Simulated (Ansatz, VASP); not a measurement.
InP3 in VASP and in Ansatz

```
CELL_PARAMETERS angstrom
3.41779 1.97326 3.14820
-3.41779 1.97326 3.14820
0.00000 -3.94652 3.14820
ATOMIC_POSITIONS crystal
In 0.27328 0.27328 0.27328
In 0.72672 0.72672 0.72672
P 0.79471 0.24119 0.79471
P 0.79471 0.79471 0.24119
P 0.24119 0.79471 0.79471
P 0.20529 0.75881 0.20529
P 0.75881 0.20529 0.20529
P 0.20529 0.20529 0.75881
```

Change from the starting cell: strain -0.080 along x and y, -0.040 along z, atoms carried along.

Alike in both runs: task single point; functional PBEsol; k mesh 6 × 6 × 6; occupations gaussian, width 0.15 eV; no spin polarisation.

|  | VASP | Ansatz |
| --- | --- | --- |
| version | VASP 6.6.1 | Ansatz 0.2.0 |
| potentials or method | VASP PAW PBE potentials, release 64 (In_d, P), cutoff 520 eV | scalar-relativistic, plane waves, PAW |
| valence electrons in the cell | 56 | 56 |

|  | VASP | Ansatz | Ansatz less VASP |
| --- | --- | --- | --- |
| gap on the k mesh at the Fermi level (eV) | none | none | - |
| pressure (GPa) | 29.5 | 29.6 | +0.08 |
| traceless stress, the component that is largest in VASP (GPa) | -8.46 | -8.52 | -0.062 |
| rms of the force components (eV/Å) | 1.172 | 1.196 | +0.0241 |

VASP's potentials were made for PBE, not for PBEsol. Atom by atom the forces differ by 0.024 eV/Å (rms over components). A gap of «none» marks a metal or a gap that the smearing closes. Both programs put the cell under a high pressure, so it lies far from rest at this level. With one functional, cell and mesh, what is left measures potentials, basis and numerics.
